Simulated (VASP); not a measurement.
Crystal: NbP.

```
CELL_PARAMETERS angstrom
-1.67492 1.67492 5.74011
1.67492 -1.67492 5.74011
1.67492 1.67492 -5.74011
ATOMIC_POSITIONS crystal
Nb 0.24988 0.74988 0.50000
Nb 0.49988 0.49988 0.00000
P 0.83275 0.33275 0.50000
P 0.08275 0.08275 0.00000
```

Base run:

- Program: VASP 6.6.1
- Functional: RPBE
- Potentials or basis: VASP PAW PBE potentials, release 64 (Nb_sv, P)
- Cutoff: 520 eV
- k mesh: 11 × 11 × 11
- Occupations: fermi-dirac, width 0.05 eV
- Spin: no spin polarisation

Its results: band gap on the k mesh zero (filled and empty bands touch); pressure 1.0 GPa; largest force 0.014 eV/Å.

Problem. The run is repeated on the same cell with these changes: functional from RPBE to revPBE. What comes out?

Solution. Band gap on the k mesh zero (filled and empty bands touch); pressure 0.3 GPa; largest force 0.014 eV/Å.

Caveats: the PAW data sets were made with another functional, which shifts forces and pressure a little.
